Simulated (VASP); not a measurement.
WC: single point with HSE06

The system is WC.

```xyz
2
Lattice="1.6403 -2.1180 0.0000 1.6403 2.1180 0.0000 0.0000 0.0000 4.3094" Properties=species:S:1:pos:R:3 pbc="T T T"
W     1.6403    0.0000    2.1547
C     0.0000    0.0000    0.0000
```

* Program: VASP 6.6.1
* Task: single point
* Functional: HSE06
* Potentials or basis: VASP PAW PBE potentials, release 64 (W_sv, C)
* Cutoff: 520 eV
* k mesh: 5 × 5 × 3
* Occupations: fermi-dirac, width 0.05 eV
* Spin: no spin polarisation
* Dipole correction: no
* Grid for exact exchange (PRECFOCK): Normal
* Further INCAR settings: ALGO = Normal; EDIFF = 1e-07; NBANDS = 16
* Share of exact exchange: 0.25
* Screening parameter: 0.2079 1/Å

```yaml
Pressure: -40.9 GPa
Band_gap_on_the_k_mesh: zero (bands 9 and 10 overlap by 4.82 eV)
```

Stress tensor (GPa, compression positive):
```
-39.79   0.00   0.00
  0.00  -7.13   0.00
  0.00   0.00 -75.80
```

Levels at points of the mesh, in eV from the Fermi level:
```
           k point  band 5  band 6  band 7  band 8  band 9  band 10  band 11  band 12  band 13  band 14
(0.00, 0.00, 0.00)  -14.22   -6.61   -4.31   -3.96    2.26     2.30     2.49     3.22     3.23     3.74
```

Wall time 9.5 min on 1 thread of AMD EPYC 7R13 Processor (Zen 3), with other jobs on the host, peak memory 0.22 GiB.

Caveat: the k points lie up to 0.49 Å⁻¹ apart, too coarse for converged energies and pressures of a metal; the PAW data sets were made with another functional, which shifts forces and pressure a little; spin-orbit coupling is left out, which moves the levels of the heavy elements.
